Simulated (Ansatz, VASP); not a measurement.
## One calculation of LiNbO3, two programs

```xyz
10
Lattice="2.5812 1.4902 4.7222 -2.5812 1.4902 4.7222 0.0000 -2.9805 4.7222" Properties=species:S:1:pos:R:3 pbc="T T T"
Li    0.0000    0.0000    3.9892
Li    0.0000    0.0000   11.0724
Nb    0.0000    0.0000    0.0069
Nb    0.0000    0.0000    7.0902
O    -0.6390   -1.4511    5.6174
O     1.5762    0.1721    5.6174
O    -0.9372    1.2789    5.6174
O    -1.6440   -0.2113    7.9785
O     0.6390    1.5294    7.9785
O     1.0050   -1.3181    7.9785
```

Alike in both runs: task single point; functional PBE; k mesh 6 × 6 × 6; occupations gaussian, width 0.05 eV; no spin polarisation.

```csv
,VASP,Ansatz
version,VASP 6.6.1,Ansatz 0.2.0
potentials or method,"VASP PAW PBE potentials, release 64 (Li_sv, Nb_sv, O), cutoff 520 eV","scalar-relativistic, plane waves, PAW"
valence electrons in the cell,68,68
```

VASP gave:

| Property | Result |
| --- | --- |
| gap on the k mesh at the Fermi level (eV) | 3.57 |
| least direct gap on the mesh (eV) | 3.58 |
| rms of the force components (eV/Å) | 0.030 |

**Question.** Estimate Ansatz's values.

**Answer.** gap on the k mesh at the Fermi level (eV): 3.58; least direct gap on the mesh (eV): 3.59; rms of the force components (eV/Å): 0.026.

Atom by atom the forces differ by 0.011 eV/Å (rms over components). The functional is the same, so the differences come from potentials, cutoffs and numerics.

Noted on VASP's run: the cutoff is short for stress, so the pressure is rough.
